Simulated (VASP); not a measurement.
A run of VASP 6.6.1 is set up as follows.

The input INCAR:

```
  ALGO = Normal
  EDIFF = 1E-6
  ENCUT = 840
  GGA_COMPAT = F
  ISIF = 2
  ISMEAR = 0
  LASPH = T
  LCHARG = F
  LREAL = F
  LWAVE = F
  NBANDS = 24
  NELM = 120
  PREC = Accurate
  SIGMA = 0.05
```

Contents of KPOINTS:

```
k-points
0
Gamma
  6 6 6
```

File POSCAR:

```
MgO
1.0
    3.5386735306      0.0000000000      0.0000000000
   -1.7693367653      3.0192917963      0.0000000000
    0.0000000000      0.0000000000      4.1780412200
Mg O
2 2
Direct
    0.6666666667      0.3333333333      0.7500000000
    0.3333333333      0.6666666667      0.2500000000
    0.6666666667      0.3333333333      0.2500000000
    0.3333333333      0.6666666667      0.7500000000
```

Potentials or basis: VASP PAW LDA potentials, release 64 (Mg_sv, O).

The run is started by

```sh
$ cat potpaw_LDA.64/Mg_sv/POTCAR potpaw_LDA.64/O/POTCAR > POTCAR
$ mpirun -np 1 vasp_std > vasp.out
```

(1) Estimate the largest force.

(2) Predict the pressure.

Results:

(1) 0.117 eV/Å.

(2) -5.3 GPa.

Caveat: the cell differs from its parent crystal (strain +0.0150 x Voigt [1, 0, 0, 0, 0, 0]); the cell stands under tension.
